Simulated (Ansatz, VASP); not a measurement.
## One calculation of Zr2H3, two programs

```
Zr H
1.0
     3.30110    0.00000    0.00000
    -1.65055    2.85884    0.00000
     0.00000    0.00000    6.07777
Zr H
2 3
Direct
  0.00000 0.00000 0.26266
  0.00000 0.00000 0.73734
  0.33333 0.66667 0.17154
  0.33333 0.66667 0.82846
  0.66667 0.33333 0.50000
```

Alike in both runs: functional PBE; k mesh 12 × 12 × 6; occupations gaussian, width 0.1 eV; no spin polarisation.

Ansatz relaxed the structure, and its values are those at the end. VASP's run is a single point on that final structure, the one shown.

|  | VASP | Ansatz |
| --- | --- | --- |
| version | VASP 6.6.1 | Ansatz 0.2.0 |
| potentials or method | VASP PAW PBE potentials, release 64 (Zr_sv, H), cutoff 520 eV | scalar-relativistic, plane waves, PAW |
| valence electrons in the cell | 27 | 27 |

|  | VASP | Ansatz | Ansatz less VASP |
| --- | --- | --- | --- |
| gap on the k mesh at the Fermi level (eV) | none | none | - |
| pressure (GPa) | 0.0 | 0.0 | +0.03 |
| rms of the force components (eV/Å) | 0.003 | 0.003 | -0.0004 |

A gap of «none» marks a metal or a gap that the smearing closes. With one functional, cell and mesh, what is left measures potentials, basis and numerics.
